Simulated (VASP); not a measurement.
Wanted: the native input for a VASP 6.6.1 run.

```
Task                   : single point
Functional             : LDA
Potentials or basis    : VASP PAW LDA potentials, release 64 (Ge_d, H)
Cutoff                 : 520 eV
k mesh                 : 3 × 3 × 1
Occupations            : gaussian, width 0.05 eV
Spin                   : no spin polarisation
Dipole correction      : yes
Further INCAR settings : LREAL = Auto; ALGO = Normal; EDIFF = 1e-07; NBANDS = 164
```

The structure of Ge5H2 lies in POSCAR:

```
Ge5H2
1.0
    7.9504584305      0.0000000000      0.0000000000
    0.0000000000      7.9504584305      0.0000000000
    0.0000000000      0.0000000000     19.3782629924
Ge H
20 8
Direct
    0.5000000000      0.5000000000      0.2531929680
    0.5000000000      0.0000000000      0.2531929680
    0.0000000000      0.5000000000      0.2531929680
    0.0000000000      0.0000000000      0.2531929680
    0.7500000000      0.5000000000      0.3257204060
    0.7500000000      0.0000000000      0.3257204060
    0.2500000000      0.5000000000      0.3257204060
    0.2500000000      0.0000000000      0.3257204060
    0.7529841946      0.7493183772      0.4033802188
    0.7529841946      0.2506816228      0.4033802188
    0.2468710029      0.7509289954      0.3980799495
    0.2468710029      0.2490710046      0.3980799495
    0.0052219953      0.7279675352      0.4775927809
    0.0052219953      0.2720324648      0.4775927809
    0.4972126793      0.7239574879      0.4738551397
    0.4972126793      0.2760425121      0.4738551397
    0.0936152703      0.0000000000      0.5296376506
    0.0767153479      0.5000000000      0.5630255760
    0.3917703838      0.0000000000      0.5067028068
    0.4152364861      0.5000000000      0.5575162968
    0.5090621173      0.6542935074      0.2055986752
    0.5090621173      0.3457064926      0.2055986752
    0.5090621173      0.1542935074      0.2055986752
    0.5090621173     -0.1542935074      0.2055986752
   -0.0090621173      0.3457064926      0.2055986752
   -0.0090621173      0.6542935074      0.2055986752
   -0.0090621173     -0.1542935074      0.2055986752
   -0.0090621173      0.1542935074      0.2055986752
```

The input as run:

INCAR

```
  ALGO = Normal
  DIPOL = 0.5 0.5 0.344
  EDIFF = 1E-7
  ENCUT = 520
  IDIPOL = 3
  ISIF = 2
  ISMEAR = 0
  LASPH = T
  LCHARG = F
  LDIPOL = T
  LREAL = Auto
  LWAVE = F
  NBANDS = 164
  NELM = 80
  PREC = Accurate
  SIGMA = 0.05
```

KPOINTS

```
k-points
0
Gamma
  3 3 1
```

Potentials or basis: VASP PAW LDA potentials, release 64 (Ge_d, H).

Launch:

```console
$ cat potpaw_LDA.64/Ge_d/POTCAR potpaw_LDA.64/H/POTCAR > POTCAR
$ mpirun -np 1 vasp_std > vasp.out
```

It gave:

```yaml
Largest_force: 0.479 eV/Å
Band_gap_on_the_k_mesh: zero (bands 144 and 145 overlap by 0.14 eV)
```

It took 17 min on 1 thread of AMD EPYC 9R45 (Zen 5), on a shared host, peak memory 1 GiB.
